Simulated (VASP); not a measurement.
# SnSe2 (P-3m1) in VASP: density of states with PBE

Aim: the density of states of SnSe2 with PBE.

Program: VASP 6.6.1. These are calculated values, not measurements. Logs are shortened: lines on timing, memory, paths and dates and some standing lists are left out, and cuts for length are marked.

### Step 1. The cell of the first run

The structure is trigonal, space group P-3m1 (No. 164). Conventional cell: a = 3.811 Å, b = 3.811 Å, c = 6.136 Å, α = 90.00°, β = 90.00°, γ = 120.00°. Within 3.5 Å of Sn (site symmetry -3m) lie 6 Se at 2.68 Å. Se (site symmetry 3m) has 3 Sn at 2.68 Å within 3.5 Å.

### Step 2. Density of states, PBE

File POSCAR:

```
SnSe2
1.0
    3.8110000000      0.0000000000      0.0000000000
   -1.9055000000      3.3004228138      0.0000000000
    0.0000000000      0.0000000000      6.1360000000
Sn Se
1 2
Direct
    0.0000000000      0.0000000000      0.0000000000
    0.3333333333      0.6666666667      0.2490000000
    0.6666666667      0.3333333333      0.7510000000
```

File INCAR.step1:

```
PREC     = Accurate       # precision mode
ENCUT    = 520            # plane-wave cutoff, eV
EDIFF    = 1E-6           # SCF threshold, eV
ISMEAR   = 0              # smearing method
SIGMA    = 0.05           # smearing width, eV
LREAL    = False          # projectors in reciprocal space
LASPH    = True           # aspherical terms in the spheres
NELM     = 60             # most SCF steps
ALGO     = Normal         # electronic algorithm
ISIF     = 2              # what is computed and relaxed
LWAVE    = False          # write WAVECAR
LCHARG   = True           # write CHGCAR
GGA      = PE             # functional
NBANDS   = 20             # bands
```

File KPOINTS.step1:

```
Automatic mesh
0
Gamma
  9 9 6
```

File INCAR.step2:

```
PREC     = Accurate       # precision mode
ENCUT    = 520            # plane-wave cutoff, eV
EDIFF    = 1E-6           # SCF threshold, eV
ISMEAR   = -5             # smearing method
SIGMA    = 0.05           # smearing width, eV
LREAL    = False          # projectors in reciprocal space
LASPH    = True           # aspherical terms in the spheres
NELM     = 60             # most SCF steps
ALGO     = Normal         # electronic algorithm
ISIF     = 2              # what is computed and relaxed
LWAVE    = False          # write WAVECAR
LCHARG   = False          # write CHGCAR
GGA      = PE             # functional
LORBIT   = 11             # projections on sites
NBANDS   = 20             # bands
NEDOS    = 2001           # points of the DOS
ICHARG   = 11             # starting density
```

File KPOINTS.step2:

```
Automatic mesh
0
Gamma
  14 14 9
```

Potentials or basis: VASP PAW PBE potentials, release 64 (Sn_d, Se).

Command:

```
cat potpaw_PBE.64/Sn_d/POTCAR potpaw_PBE.64/Se/POTCAR > POTCAR
cp INCAR.step1 INCAR
cp KPOINTS.step1 KPOINTS
mpirun -np 1 vasp_std > vasp.out
cp INCAR.step2 INCAR
cp KPOINTS.step2 KPOINTS
mpirun -np 1 vasp_std > vasp.out
```

OUTCAR:

```text
PREC = Accurate
   ENCUT = 520
   EDIFF = 1E-6
   ISMEAR = -5
   LREAL = False
   LASPH = True
   NELM = 60
   ISIF = 2
   GGA = PE
   LORBIT = 11
   ICHARG = 11

 ion  position               nearest neighbor table
   1  0.000  0.000  0.000-   2 2.68   3 2.68   2 2.68   3 2.68   3 2.68   2 2.68
   2  0.333  0.667  0.249-   1 2.68   1 2.68   1 2.68
   3  0.667  0.333  0.751-   1 2.68   1 2.68   1 2.68

  LATTYP: Found a hexagonal cell.
 ALAT       =     3.8110000000
 C/A-ratio  =     1.6100760955

  Lattice vectors:

 A1 = (   3.8110000000,   0.0000000000,   0.0000000000)
 A2 = (  -1.9055000000,   3.3004228138,   0.0000000000)
 A3 = (   0.0000000000,   0.0000000000,   6.1360000000)

Analysis of symmetry for initial positions (statically):
=====================================================================
 Subroutine PRICEL returns:
 Original cell was already a primitive cell.

 Routine SETGRP: Setting up the symmetry group for a
 hexagonal supercell.

 Subroutine GETGRP returns: Found 12 space group operations
 (whereof 12 operations were pure point group operations)
 out of a pool of 24 trial point group operations.

The static configuration has the point symmetry D_3d.

Analysis of symmetry for dynamics (positions and initial velocities):
=====================================================================
 Subroutine PRICEL returns:
 Original cell was already a primitive cell.

 Routine SETGRP: Setting up the symmetry group for a
 hexagonal supercell.

 Subroutine GETGRP returns: Found 12 space group operations
 (whereof 12 operations were pure point group operations)
 out of a pool of 24 trial point group operations.

The dynamic configuration has the point symmetry D_3d.

 Subroutine INISYM returns: Found 12 space group operations
 (whereof 12 operations are pure point group operations),
 and found     1 'primitive' translations

----------------------------------------------------------------------------------------

                                     Primitive cell

  volume of cell :      77.1781

  direct lattice vectors                    reciprocal lattice vectors
     3.811000000  0.000000000  0.000000000     0.262398321  0.151495741  0.000000000
    -1.905500000  3.300422814  0.000000000     0.000000000  0.302991482  0.000000000
     0.000000000  0.000000000  6.136000000     0.000000000  0.000000000  0.162972621

  length of vectors
     3.811000000  3.811000000  6.136000000     0.302991482  0.302991482  0.162972621

  position of ions in fractional coordinates (direct lattice)
     0.000000000  0.000000000  0.000000000
     0.333333333  0.666666667  0.249000000
     0.666666667  0.333333333  0.751000000

  ion indices of the primitive-cell ions
   primitive index   ion index
                 1           1
                 2           2
                 3           3

----------------------------------------------------------------------------------------

 KPOINTS: Automatic mesh

Automatic generation of k-mesh.
 Grid dimensions read from file:
 generate k-points for:   14   14    9

 Generating k-lattice:

  Cartesian coordinates                     Fractional coordinates (reciprocal lattice)
     0.018742737  0.010821124  0.000000000     0.071428571  0.000000000  0.000000000
     0.000000000  0.021642249  0.000000000     0.000000000  0.071428571  0.000000000
     0.000000000  0.000000000  0.018108069     0.000000000  0.000000000  0.111111111

  Length of vectors
     0.021642249  0.021642249  0.018108069

  Shift w.r.t. Gamma in fractional coordinates (k-lattice)
     0.000000000  0.000000000  0.000000000

 TETIRR: Found   2581 inequivalent tetrahedra from    10584

 Subroutine IBZKPT returns following result:
 ===========================================

 Found    184 irreducible k-points:

 Following reciprocal coordinates:
            Coordinates               Weight
  0.000000  0.000000  0.000000      1.000000
  0.071429 -0.000000  0.000000      6.000000
  0.142857  0.000000  0.000000      6.000000
  0.214286 -0.000000  0.000000      6.000000
  0.285714 -0.000000  0.000000      6.000000
  0.357143  0.000000  0.000000      6.000000
[... 16 lines left out ...]
  0.285714  0.285714  0.000000      6.000000
  0.357143  0.285714  0.000000      6.000000
 [... further k-points ...]
   k-points           NKPTS =    184   k-points in BZ     NKDIM =    184   number of bands    NBANDS=     20
   number of dos      NEDOS =   2001   number of ions     NIONS =      3
   total plane-waves  NPLWV =  37632
   dimension x,y,z NGX =    28 NGY =   28 NGZ =   48
   dimension x,y,z NGXF=    56 NGYF=   56 NGZF=   96
   ions per type =               1   2
   NGX,Y,Z   is equivalent  to a cutoff of  12.21, 12.21, 13.00 a.u.
   NGXF,Y,Z  is equivalent  to a cutoff of  24.43, 24.43, 26.01 a.u.
 SYSTEM =  unknown system
   PREC   = accura    normal or accurate (medium, high low for compatibility)
   ISTART =      0    job   : 0-new  1-cont  2-samecut
   ICHARG =     11    charge: 1-file 2-atom 10-const
   ISPIN  =      1    spin polarized calculation?
   LNONCOLLINEAR =      F non collinear calculations
   LSORBIT =      F    spin-orbit coupling
   LASPH  =      T    aspherical Exc in radial PAW
   ENCUT  =  520.0 eV  38.22 Ry    6.18 a.u.   7.09  7.09 11.41*2*pi/ulx,y,z
   NELM   =     60;   NELMIN=  2; NELMDL=  0     # of ELM steps
   EDIFF  = 0.1E-05   stopping-criterion for ELM
   LREAL  =      F    real-space projection
   EDIFFG = 0.1E-04   stopping-criterion for IOM
   NSW    =      0    number of steps for IOM
   IBRION =     -1    ionic relax: 0-MD 1-quasi-New 2-CG
   NFREE  =      0    steps in history (QN), initial steepest desc. (CG)
   ISIF   =      2    stress and relaxation
   ISYM   =      2    0-nonsym 1-usesym 2-fastsym
   POTIM  = 0.5000    time-step for ionic-motion
   TEBEG  =    0.0;   TEEND  =   0.0 temperature during run
   PSTRESS=    0.0 pullay stress
   NELECT =      26.0000    total number of electrons
   NUPDOWN=      -1.0000    fix difference up-down
   EMIN   =  10.00;   EMAX   =-10.00  energy-range for DOS
   EFERMI =   0.00;   METHOD = LEGACY
   ISMEAR =    -5;   SIGMA  =   0.05  broadening in eV -4-tet -1-fermi 0-gaus
   EFERMI_NEDOS =   21; number of points for ismear=-14 and -15
   IALGO  =     38    algorithm
   IMIX   =      4    mixing-type and parameters
     AMIX     =   0.40;   BMIX     =  1.00
     AMIX_MAG =   1.60;   BMIX_MAG =  1.00
  volume/ion in A,a.u.               =      25.73       173.61
  Fermi-wavevector in a.u.,A,eV,Ry     =   1.139116  2.152617 17.654722  1.297585
  Thomas-Fermi vector in A             =   2.275820
   LORBIT       =     11    0 simple, 1 ext, 2 COOP (PROOUT), +10 PAW based schemes
   GGA     = PE    functional components
   LHFCALC =     F    Hartree Fock is set to
   AEXX    =    0.0000 exact exchange contribution
   IVDW    =     0    specifies the selected vdW correction
   LEPSILON=     F    determine dielectric tensor
   LRPA    =     F    only Hartree local field effects (RPA)
 non-spin polarized calculation
 Fermi weights with tetrahedron method with Bloechl corrections
  energy-cutoff  :      520.00
  volume of cell :       77.18
 maximum number of plane-waves:      2098

 number of electron      26.0000006 magnetization

 Free energy of the ion-electron system (eV)
  ---------------------------------------------------
  ext. energy  EPLUGINS =         0.00000000
  ---------------------------------------------------
  free energy    TOTEN  =       -11.74758796 eV

  energy without entropy =      -11.74758796  energy(sigma->0) =      -11.74758796

 E-fermi :   4.2233     XC(G=0):  -9.4544

 val. band max:        4.2112425420   @ k =   0.0714   0.0714   0.0000
 cond. band min:       4.9120012167   @ k =   0.0000   0.4286   0.3333
 fundamental gap:      0.7007586747
 Fermi energy:         4.2232844373

 k-point     1 :       0.0000    0.0000    0.0000
  band No.  band energies     occupation
      1     -17.0994      2.00000
      2     -17.0994      2.00000
      3     -17.0540      2.00000
      4     -17.0399      2.00000
      5     -17.0399      2.00000
      6      -9.8290      2.00000
[... 12 lines left out ...]
     19      13.1116      0.00000
     20      13.1116      0.00000

 k-point     2 :       0.0714   -0.0000    0.0000
  band No.  band energies     occupation
      1     -17.1021      2.00000
      2     -17.0977      2.00000
      3     -17.0525      2.00000
      4     -17.0410      2.00000
      5     -17.0394      2.00000
      6      -9.7775      2.00000
[... 12 lines left out ...]
     19      12.5458      0.00000
     20      13.1799      0.00000

 k-point     3 :       0.1429    0.0000    0.0000
  band No.  band energies     occupation
      1     -17.1101      2.00000
      2     -17.0932      2.00000
      3     -17.0491      2.00000
      4     -17.0429      2.00000
      5     -17.0376      2.00000
      6      -9.6253      2.00000
[... 12 lines left out ...]
     19      12.5673      0.00000
     20      13.3195      0.00000

 k-point     4 :       0.2143   -0.0000    0.0000
  band No.  band energies     occupation
      1     -17.1222      2.00000
      2     -17.0880      2.00000
      3     -17.0505      2.00000
      4     -17.0386      2.00000
      5     -17.0339      2.00000
      6      -9.3798      2.00000
[... 12 lines left out ...]
     19      12.2922      0.00000
     20      13.5615      0.00000

 k-point     5 :       0.2857   -0.0000    0.0000
  band No.  band energies     occupation
      1     -17.1362      2.00000
      2     -17.0839      2.00000
      3     -17.0546      2.00000
      4     -17.0308      2.00000
      5     -17.0280      2.00000
      6      -9.0572      2.00000
[... 12 lines left out ...]
     19      12.6249      0.00000
     20      13.8396      0.00000
[... 353 lines left out ...]
      6      -8.2597      2.00000
[... 12 lines left out ...]
     19      11.9098      0.00000
     20      14.0346      0.00000

 k-point    22 :       0.3571    0.2143    0.0000
  band No.  band energies     occupation
      1     -17.1413      2.00000
      2     -17.1013      2.00000
      3     -17.0485      2.00000
      4     -17.0261      2.00000
      5     -17.0178      2.00000
      6      -7.9867      2.00000
[... 12 lines left out ...]
     19      12.8183      0.00000
     20      13.8421      0.00000

 k-point    23 :       0.2857    0.2857    0.0000
  band No.  band energies     occupation
      1     -17.1343      2.00000
      2     -17.1082      2.00000
      3     -17.0428      2.00000
      4     -17.0320      2.00000
      5     -17.0179      2.00000
      6      -7.9675      2.00000
[... 12 lines left out ...]
     19      12.0029      0.00000
     20      13.5680      0.00000

 k-point    24 :       0.3571    0.2857    0.0000
  band No.  band energies     occupation
      1     -17.1298      2.00000
      2     -17.1141      2.00000
      3     -17.0403      2.00000
      4     -17.0311      2.00000
      5     -17.0201      2.00000
      6      -7.7932      2.00000
[... 12 lines left out ...]
     19      12.5323      0.00000
     20      12.9886      0.00000

 [... further k-points ...]

------------------------ aborting loop because EDIFF is reached ----------------------------------------

  FORCE on cell =-STRESS in cart. coord.  units (eV):
  Direction    XX          YY          ZZ          XY          YZ          ZX
  --------------------------------------------------------------------------------------
  -------------------------------------------------------------------------------------
  Total        2.4596695      2.4596695      3.1974181      0.0000000      0.0000000      0.0000000
  in kB       51.0614875     51.0614875     66.3767722      0.0000000      0.0000000      0.0000000
  external PRESSURE =      56.1665824 kB  Pullay stress =       0.0000000 kB

 VOLUME and BASIS-vectors are now :
 -----------------------------------------------------------------------------
  energy-cutoff  :      520.00
  volume of cell :       77.18
      direct lattice vectors                 reciprocal lattice vectors
     3.811000000  0.000000000  0.000000000     0.262398321  0.151495741  0.000000000
    -1.905500000  3.300422814  0.000000000     0.000000000  0.302991482  0.000000000
     0.000000000  0.000000000  6.136000000     0.000000000  0.000000000  0.162972621

 POSITION                                       TOTAL-FORCE (eV/Angst)
 -----------------------------------------------------------------------------------
      0.00000      0.00000      0.00000         0.000000      0.000000      0.000000
     -0.00000      2.20028      1.52786        -0.000000      0.000000      0.807159
      1.90550      1.10014      4.60814         0.000000      0.000000     -0.807159
 -----------------------------------------------------------------------------------
    total drift:                                0.000000      0.000000     -0.000000

  FREE ENERGIE OF THE ION-ELECTRON SYSTEM (eV)
  ---------------------------------------------------
  free  energy   TOTEN  =       -11.7475879591 eV

  energy  without entropy=      -11.7475879591  energy(sigma->0) =      -11.74758796

 total charge

# of ion       s       p       d       tot
------------------------------------------
    1        1.052   1.063  10.117  12.232
    2        1.484   2.334   0.030   3.847
    3        1.484   2.334   0.030   3.847
--------------------------------------------------
tot          4.020   5.731  10.176  19.927
```

Wall time 3.8 min (1 thread of AMD EPYC 9R45 (Zen 5), shared host); peak memory 0.36 GiB.

Results:

- Valence electrons inside the program's atomic spheres: Sn 12.23; Se 3.85

Caveat: spin-orbit coupling is left out, which moves the levels of the heavy elements; this functional lacks dispersion, which binds the layers, so the pressure and a relaxed spacing across them are unreliable.
